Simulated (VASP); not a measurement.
# NaCl (Pm-3m) in VASP: a series of runs

Aim: see how the results for NaCl move with the level of theory and the settings. Levels: revPBE+D3(BJ), PBEsol+D3(BJ). Tasks: relaxation of cell and atoms.

Everything below comes from runs of VASP 6.6.1. Logs are shortened: lines on timing, memory, paths and dates and some standing lists are left out, and cuts for length are marked.

## Step 1: The cell of the first run

Symmetry: Pm-3m, No. 221, cubic system. The conventional cell has a = 3.502 Å, b = 3.502 Å, c = 3.502 Å, α = 90.00°, β = 90.00°, γ = 90.00°. Cl (site symmetry m-3m) has 8 Na at 3.03 Å and 6 Cl at 3.50 Å within 4.0 Å. Within 4.0 Å of Na (site symmetry m-3m) lie 8 Cl at 3.03 Å and 6 Na at 3.50 Å.

## Step 2: Relaxation of cell and atoms, revPBE+D3(BJ)

INCAR reads:

```
SYSTEM = NaCl
  PREC = Accurate
  ENCUT = 500
  EDIFF = 1E-7
  ISMEAR = -1
  SIGMA = 0.05
  LREAL = .FALSE.
  LASPH = .TRUE.
  NELM = 120
  ALGO = Normal
  ISIF = 3
  LWAVE = .FALSE.
  LCHARG = .FALSE.
  GGA = RE
  IVDW = 12
  IBRION = 2
  NSW = 80
  EDIFFG = -0.02
  GGA_COMPAT = .FALSE.
  NELMIN = 4
```

KPOINTS reads:

```
Automatic mesh
0
G
  8 8 8
  0 0 0
```

POSCAR reads:

```
NaCl
1.0
    3.5021900000      0.0000000000      0.0000000000
    0.0000000000      3.5021900000      0.0000000000
    0.0000000000      0.0000000000      3.5021900000
Cl Na
1 1
Direct
    0.5000000000      0.5000000000      0.5000000000
    0.0000000000      0.0000000000      0.0000000000
```

Potentials or basis: VASP PAW PBE potentials, release 64 (Cl, Na_pv).

On the command line:

```sh
$ cat potpaw_PBE.64/Cl/POTCAR potpaw_PBE.64/Na_pv/POTCAR > POTCAR
$ mpirun -np 1 vasp_std > vasp.out
```

OUTCAR:

```text
SYSTEM = NaCl
   PREC = Accurate
   ENCUT = 500
   EDIFF = 1E-7
   ISMEAR = -1
   LREAL = .FALSE.
   LASPH = .TRUE.
   NELM = 120
   ISIF = 3
   GGA = RE
   IVDW = 12
   IBRION = 2
   NSW = 80
   EDIFFG = -0.02
   NELMIN = 4
 IVDW          = 12

 ion  position               nearest neighbor table
   1  0.500  0.500  0.500-
   2  0.000  0.000  0.000-

  LATTYP: Found a simple cubic cell.
 ALAT       =     3.5021900000

  Lattice vectors:

 A1 = (   3.5021900000,   0.0000000000,   0.0000000000)
 A2 = (   0.0000000000,   3.5021900000,   0.0000000000)
 A3 = (   0.0000000000,   0.0000000000,   3.5021900000)

Analysis of symmetry for initial positions (statically):
=====================================================================
 Subroutine PRICEL returns:
 Original cell was already a primitive cell.

 Routine SETGRP: Setting up the symmetry group for a
 simple cubic supercell.

 Subroutine GETGRP returns: Found 48 space group operations
 (whereof 48 operations were pure point group operations)
 out of a pool of 48 trial point group operations.

The static configuration has the point symmetry O_h .

Analysis of symmetry for dynamics (positions and initial velocities):
=====================================================================
 Subroutine PRICEL returns:
 Original cell was already a primitive cell.

 Routine SETGRP: Setting up the symmetry group for a
 simple cubic supercell.

 Subroutine GETGRP returns: Found 48 space group operations
 (whereof 48 operations were pure point group operations)
 out of a pool of 48 trial point group operations.

The dynamic configuration has the point symmetry O_h .

 Subroutine INISYM returns: Found 48 space group operations
 (whereof 48 operations are pure point group operations),
 and found     1 'primitive' translations

----------------------------------------------------------------------------------------

                                     Primitive cell

  volume of cell :      42.9555

  direct lattice vectors                    reciprocal lattice vectors
     3.502190000  0.000000000  0.000000000     0.285535622  0.000000000  0.000000000
     0.000000000  3.502190000  0.000000000     0.000000000  0.285535622  0.000000000
     0.000000000  0.000000000  3.502190000     0.000000000  0.000000000  0.285535622

  length of vectors
     3.502190000  3.502190000  3.502190000     0.285535622  0.285535622  0.285535622

  position of ions in fractional coordinates (direct lattice)
     0.500000000  0.500000000  0.500000000
     0.000000000  0.000000000  0.000000000

  ion indices of the primitive-cell ions
[... 69 lines left out ...]
   ISPIN  =      1    spin polarized calculation?
   LNONCOLLINEAR =      F non collinear calculations
   LSORBIT =      F    spin-orbit coupling
   LASPH  =      T    aspherical Exc in radial PAW
   ENCUT  =  500.0 eV  36.75 Ry    6.06 a.u.   6.39  6.39  6.39*2*pi/ulx,y,z
   NELM   =    120;   NELMIN=  4; NELMDL= -5     # of ELM steps
   EDIFF  = 0.1E-06   stopping-criterion for ELM
   LREAL  =      F    real-space projection
   EDIFFG = -.2E-01   stopping-criterion for IOM
   NSW    =     80    number of steps for IOM
   IBRION =      2    ionic relax: 0-MD 1-quasi-New 2-CG
   NFREE  =      1    steps in history (QN), initial steepest desc. (CG)
   ISIF   =      3    stress and relaxation
   ISYM   =      2    0-nonsym 1-usesym 2-fastsym
   POTIM  = 0.5000    time-step for ionic-motion
   TEBEG  =    0.0;   TEEND  =   0.0 temperature during run
   PSTRESS=    0.0 pullay stress
   NELECT =      14.0000    total number of electrons
   NUPDOWN=      -1.0000    fix difference up-down
   EMIN   =  10.00;   EMAX   =-10.00  energy-range for DOS
   EFERMI =   0.00;   METHOD = LEGACY
   ISMEAR =    -1;   SIGMA  =   0.05  broadening in eV -4-tet -1-fermi 0-gaus
   EFERMI_NEDOS =   21; number of points for ismear=-14 and -15
   IALGO  =     38    algorithm
   IMIX   =      4    mixing-type and parameters
     AMIX     =   0.40;   BMIX     =  1.00
     AMIX_MAG =   1.60;   BMIX_MAG =  1.00
  volume/ion in A,a.u.               =      21.48       144.94
  Fermi-wavevector in a.u.,A,eV,Ry     =   1.126621  2.129005 17.269530  1.269275
  Thomas-Fermi vector in A             =   2.263304
   LORBIT       =      0    0 simple, 1 ext, 2 COOP (PROOUT), +10 PAW based schemes
   GGA     = RE    functional components
   LHFCALC =     F    Hartree Fock is set to
   AEXX    =    0.0000 exact exchange contribution
   IVDW    =    12    specifies the selected vdW correction
   LEPSILON=     F    determine dielectric tensor
   LRPA    =     F    only Hartree local field effects (RPA)
 conjugate gradient relaxation of ions
 non-spin polarized calculation
  energy-cutoff  :      500.00
  volume of cell :       42.96
 maximum number of plane-waves:      1110
 NGX is ok and might be reduce to    28
   NGX = 13   NGY = 13   NGZ = 13

--------------------------------------- Ionic step        1  -------------------------------------------

 number of electron      13.9999982 magnetization

 Free energy of the ion-electron system (eV)
  ---------------------------------------------------
  ext. energy  EPLUGINS =         0.00000000
  ---------------------------------------------------
  free energy    TOTEN  =        -6.11564343 eV

  energy without entropy =       -6.11564343  energy(sigma->0) =       -6.11564343

------------------------ aborting loop because EDIFF is reached ----------------------------------------

 Edisp (eV)   -0.86764

 E8    (eV) :    -0.5952
[... 71 lines left out ...]
--------------------------------------- Ionic step        3  -------------------------------------------

 number of electron      14.0000010 magnetization

 Free energy of the ion-electron system (eV)
  ---------------------------------------------------
  ext. energy  EPLUGINS =         0.00000000
  ---------------------------------------------------
  free energy    TOTEN  =        -6.07876978 eV

  energy without entropy =       -6.07876978  energy(sigma->0) =       -6.07876978

 E-fermi :   2.0175     XC(G=0):  -8.4145

 val. band max:        0.9306165019   @ k =   0.5000   0.5000   0.0000
 cond. band min:       5.3707964773   @ k =   0.0000   0.0000   0.0000
 fundamental gap:      4.4401799754
 Fermi energy:         2.0175078442

 k-point     1 :       0.0000    0.0000    0.0000
  band No.  band energies     occupation
      1     -21.1180      2.00000
      2     -21.1180      2.00000
      3     -21.1180      2.00000
      4     -12.6370      2.00000
      5       0.4017      2.00000
      6       0.4017      2.00000
      7       0.4017      2.00000
      8       5.3708      0.00000
      9       9.5902      0.00000
     10       9.5902      0.00000
     11      17.0698      0.00000
[... 309 lines left out ...]
 k-point    24 :       0.5000    0.3750    0.1250
  band No.  band energies     occupation
      1     -21.1563      2.00000
      2     -21.1487      2.00000
      3     -21.1162      2.00000
      4     -11.9302      2.00000
      5      -1.5535      2.00000
      6      -1.1826      2.00000
      7       0.5276      2.00000
      8       7.2589      0.00000
      9      10.7635      0.00000
     10      11.0660      0.00000
     11      12.3050      0.00000

 [... further k-points ...]

------------------------ aborting loop because EDIFF is reached ----------------------------------------

 Edisp (eV)   -0.91703

 E8    (eV) :    -0.6283
[... 25 lines left out ...]
  FREE ENERGIE OF THE ION-ELECTRON SYSTEM (eV)
  ---------------------------------------------------
  free  energy   TOTEN  =        -6.9957958865 eV

  energy  without entropy=       -6.9957958865  energy(sigma->0) =       -6.99579589

 reached required accuracy - stopping structural energy minimisation
```

CONTCAR:

```text
NaCl
   1.00000000000000
     3.4368319803176051    0.0000000000000000    0.0000000000000000
     0.0000000000000000    3.4368319803176051    0.0000000000000000
     0.0000000000000000   -0.0000000000000000    3.4368319803176051
  Cl              Na
     1     1
Direct
     0.5000000000000000    0.5000000000000000    0.5000000000000000
     0.0000000000000000    0.0000000000000000    0.0000000000000000

  0.00000000E+00  0.00000000E+00  0.00000000E+00
  0.00000000E+00  0.00000000E+00  0.00000000E+00
```

Wall time 38 s (1 thread of Intel Xeon Platinum 8259CL at 2.50GHz (Skylake/Cascade Lake), shared host); peak memory 0.16 GiB.

What came out:

```yaml
Free_energy: -6.9958 eV
Relaxed_volume: 20.30 Å³/atom
Relaxed_cell: a = 3.437 Å, b = 3.437 Å, c = 3.437 Å, α = 90.00°, β = 90.00°, γ = 90.00°
Space_group_after_relaxing_to_0.05_Å: Pm-3m (No. 221)
Energy_gained_by_relaxing: 6.3 meV/atom
Ionic_steps: 3
Pressure_after_relaxing: -0.1 GPa
Band_gap_on_the_k_mesh: 4.44 eV, indirect (least direct gap 4.97 eV)
Dispersion_energy_per_atom: -0.459 eV
```

Step by step:
| step | energy change (eV) | largest force (eV/Å) | pressure (GPa) | volume (Å³) |
| --- | --- | --- | --- | --- |
| 1 | 0.0000 | 0.0000 | -1.55 | 42.96 |
| 2 | -0.0095 | 0.0000 | -0.80 | 41.68 |
| 3 | -0.0125 | 0.0000 | -0.07 | 40.60 |

Final structure:
```
Cl Na
1.0
     3.43683    0.00000    0.00000
     0.00000    3.43683    0.00000
     0.00000    0.00000    3.43683
Cl Na
1 1
Direct
  0.50000 0.50000 0.50000
  0.00000 0.00000 0.00000
```

Levels at points of the mesh, in eV from the valence-band top:
```
           k point  band 5  band 6  band 7  band 8  band 9  band 10
(0.00, 0.00, 0.00)   -0.53   -0.53   -0.53    4.44    8.66     8.66
(0.50, 0.00, 0.00)   -3.14   -0.28   -0.28    7.33    9.21    10.56
(0.50, 0.50, 0.00)   -2.43   -2.43    0.00    5.76   10.13    11.67
(0.50, 0.50, 0.50)   -2.00   -2.00   -2.00    7.32    7.32     7.32
```

Caveat: the PAW data sets were made with another functional, which shifts forces and pressure a little. As with any semilocal functional, this revPBE gap is likely too small.

## Step 3: Relaxation of cell and atoms, PBEsol+D3(BJ)

INCAR reads:

```
SYSTEM = NaCl
PREC     = Accurate       ! precision mode
ENCUT    = 500            ! plane-wave cutoff, eV
EDIFF    = 1E-7           ! SCF threshold, eV
ISMEAR   = -1             ! smearing method
SIGMA    = 0.05           ! smearing width, eV
LREAL    = .FALSE.        ! projectors in reciprocal space
LASPH    = .TRUE.         ! aspherical terms in the spheres
NELM     = 120            ! most SCF steps
ALGO     = Normal         ! electronic algorithm
ISIF     = 3              ! what is computed and relaxed
LWAVE    = .FALSE.        ! write WAVECAR
LCHARG   = .FALSE.        ! write CHGCAR
GGA      = PS             ! functional
IVDW     = 12             ! dispersion correction
IBRION   = 2              ! ionic algorithm
NSW      = 80             ! ionic steps
EDIFFG   = -0.02          ! ionic threshold
GGA_COMPAT= .FALSE.      
NELMIN   = 4
```

KPOINTS reads:

```
regular mesh
0
G
  8 8 8
  0 0 0
```

POSCAR is that of step 2.

Potentials or basis: VASP PAW PBE potentials, release 64 (Cl, Na_pv).

On the command line:

```sh
$ cat potpaw_PBE.64/Cl/POTCAR potpaw_PBE.64/Na_pv/POTCAR > POTCAR
$ mpirun -np 1 vasp_std > vasp.out
```

Run time: 46 s. Hardware: 1 thread of Intel Xeon Platinum 8259CL at 2.50GHz (Skylake/Cascade Lake), shared host; peak memory 0.16 GiB.

It converged, with:

```
Free energy                            : -7.1633 eV
Relaxed volume                         : 19.31 Å³/atom
Relaxed cell                           : a = 3.380 Å, b = 3.380 Å, c = 3.380 Å, α = 90.00°, β = 90.00°, γ = 90.00°
Space group after relaxing (to 0.05 Å) : Pm-3m (No. 221)
Energy gained by relaxing              : 21.0 meV/atom
Ionic steps                            : 4
Pressure after relaxing                : 0.0 GPa
Band gap on the k mesh                 : 4.20 eV, indirect (least direct gap 4.80 eV)
Dispersion energy per atom             : -0.223 eV
```

Step by step:
| step | energy change (eV) | largest force (eV/Å) | pressure (GPa) | volume (Å³) |
| --- | --- | --- | --- | --- |
| 1 | 0.0000 | 0.0000 | -2.82 | 42.96 |
| 2 | -0.0319 | 0.0000 | -1.53 | 40.65 |
| 3 | -0.0419 | 0.0000 | -0.18 | 38.85 |
| 4 | -0.0420 | 0.0000 | 0.02 | 38.62 |

Final structure:
```
CELL_PARAMETERS angstrom
3.38029 0.00000 0.00000
0.00000 3.38029 0.00000
0.00000 0.00000 3.38029
ATOMIC_POSITIONS crystal
Cl 0.50000 0.50000 0.50000
Na 0.00000 0.00000 0.00000
```

Levels at points of the mesh, in eV from the valence-band top:
| k point | band 5 | band 6 | band 7 | band 8 | band 9 | band 10 |
| --- | --- | --- | --- | --- | --- | --- |
| (0.00, 0.00, 0.00) | -0.60 | -0.60 | -0.60 | 4.20 | 8.27 | 8.27 |
| (0.50, 0.00, 0.00) | -3.51 | -0.32 | -0.32 | 7.08 | 9.22 | 10.32 |
| (0.50, 0.50, 0.00) | -2.71 | -2.71 | 0.00 | 5.37 | 9.94 | 11.58 |
| (0.50, 0.50, 0.50) | -2.23 | -2.23 | -2.23 | 6.94 | 6.94 | 6.94 |

Caveat: the PAW data sets were made with another functional, which shifts forces and pressure a little. A k mesh can miss the band edges.
